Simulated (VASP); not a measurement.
Input of a VASP 6.6.1 run:

File INCAR:

```
ALGO = Normal
DIPOL = 0.5 0.5 0.500
EDIFF = 1E-7
ENCUT = 520
GGA = PE
IDIPOL = 3
ISIF = 2
ISMEAR = 0
LASPH = T
LCHARG = F
LDIPOL = T
LREAL = F
LWAVE = F
NBANDS = 14
NELM = 60
PREC = Accurate
SIGMA = 0.1
```

Contents of KPOINTS:

```
k-points
0
Gamma
  6 6 1
```

The input POSCAR:

```
Li
1.0
    3.3543390000      0.0000000000      0.0000000000
    0.0000000000      3.3543390000      0.0000000000
    0.0000000000      0.0000000000     17.0000000000
Li
4
Direct
    0.0000000000      0.0000000000      0.5688399100
    0.0000000000      0.0000000000      0.4311600900
    0.0000000000      0.5000000000      0.5000000000
    0.5000000000      0.0000000000      0.5000000000
```

Potentials or basis: VASP PAW PBE potentials, release 64 (Li_sv).

The run is started by

```console
$ cat potpaw_PBE.64/Li_sv/POTCAR > POTCAR
$ mpirun -np 1 vasp_std > vasp.out
```

Problem. What does it give for the largest force?

Solution. 4.460 eV/Å.

Problem. What does it give for the band gap on the k mesh?

Solution. Zero (band 6 reaches -1.90 eV, above the bottom of band 7 at -1.94 eV).

Forces on the atoms (eV/Å):
```
Li   0.000  0.000  4.460
Li   0.000  0.000 -4.460
Li   0.000  0.000  0.000
Li   0.000  0.000  0.000
```
